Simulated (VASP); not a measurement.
Runs of VASP 6.6.1 on CdS. The structure is that of space group Fm-3m (No. 225), or close to it. The cells are those of the table. 

```tsv
level	cell	k mesh	smearing	grid for exact exchange (PRECFOCK)	share of exact exchange	screening parameter	gap on the mesh (eV)	pressure (GPa)
r2SCAN	a = 3.856 Å, angles 60.0°, 2 atoms	8 × 8 × 8	gaussian 0.01 eV	-	-	-	0.73	0.5
PBE	a = 3.799, b = 3.799, c = 3.856 Å, angles 59.5, 59.5, 61.0°, 2 atoms	8 × 8 × 8	fermi-dirac 0.02 eV	-	-	-	0.07	5.0
r2SCAN	a = 3.882 Å, angles 57.9°, 2 atoms	8 × 8 × 8	fermi-dirac 0.02 eV	-	-	-	(b)	3.0
r2SCAN	a = 3.799, b = 3.799, c = 3.856 Å, angles 59.5, 59.5, 61.0°, 2 atoms	8 × 8 × 8	fermi-dirac 0.02 eV	-	-	-	0.54	(a)
HSE06	a = 3.799, b = 3.799, c = 3.856 Å, angles 59.5, 59.5, 61.0°, 2 atoms	6 × 6 × 6	fermi-dirac 0.02 eV	Normal	0.25	0.2079 1/Å	1.04	3.3
```

Alike in all rows: task single point; potentials or basis VASP PAW PBE potentials, release 64 (Cd, S); no spin polarisation; cutoff (eV) 520.

Estimate the missing entries.

(a) 3.4; (b) 0.61.

Caveats: the PAW data sets were made with another functional, which shifts forces and pressure a little (at least some runs); the cell stands under pressure (at least some runs).

A k mesh can miss the band edges, and the runs leave out spin-orbit coupling on Cd.
